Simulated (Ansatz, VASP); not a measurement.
# One calculation of BaS, two programs

The input INCAR:

```
SYSTEM = BaS
PREC = Accurate ; ENCUT = 520
EDIFF = 1E-8 ; ISMEAR = -1
SIGMA = 0.02 ; LREAL = .False.
LASPH = .True. ; NELM = 80
ALGO = Normal ; ISIF = 2
LWAVE = .False. ; LCHARG = .False.
GGA = PE ; LEFG = .True.
NBANDS = 15
```

KPOINTS

```
Automatic mesh
0
Gamma
  8 8 8
  0 0 0
```

POSCAR

```
BaS
1.0
   -0.0319375000      3.1777812500      3.1777812500
    3.1777812500     -0.0319375000      3.1777812500
    3.1777812500      3.1777812500     -0.0319375000
Ba S
1 1
Direct
    0.0000000000      0.0000000000      0.0000000000
    0.5000000000      0.5000000000      0.5000000000
```

Input for Ansatz:

```yaml
crystal:
  lattice:
    - [-0.0319375, 3.17778125, 3.17778125]
    - [3.17778125, -0.0319375, 3.17778125]
    - [3.17778125, 3.17778125, -0.0319375]
  atoms:
    - { symbol: Ba, position: [0.0, 0.0, 0.0] }
    - { symbol: S, position: [0.5, 0.5, 0.5] }
kpoints:
  mp_grid: { grid: [8, 8, 8] }
scf:
  occupations: { method: fermi_dirac, width: 0.02 }
hamiltonian:
  xc: pbe
  pseudopotentials: { kind: all_electron, datasets: crystal }
output:
  forces: true
  stress: true
  eigenvalues: true
  efg: { contact_densities: true }
```

Change from the starting cell: equal xy, yz and zx shear strains of -1 %, crystal datasets.

Alike in both runs: task electric field gradients; functional PBE; k mesh 8 × 8 × 8; occupations fermi-dirac, width 0.02 eV; no spin polarisation.

```csv
,VASP,Ansatz
version,VASP 6.6.1,Ansatz 0.2.0
potentials or method,"VASP PAW PBE potentials, release 64 (Ba_sv, S), cutoff 520 eV","all-electron PAW with datasets made for the crystal, scalar-relativistic"
```

```csv
,VASP,Ansatz,Ansatz less VASP
gap on the k mesh at the Fermi level (eV),2.08,2.18,+0.099
pressure (GPa),1.4,0.8,-0.59
"traceless stress, the component that is largest in VASP (GPa)",0.18,0.18,0.000
size of Vzz on the site where it differs most (V/Å²),7.2,7.1,-0.06
```

Ansatz ran all-electron here, and VASP with PAW potentials.

Neither program's run includes spin-orbit coupling.
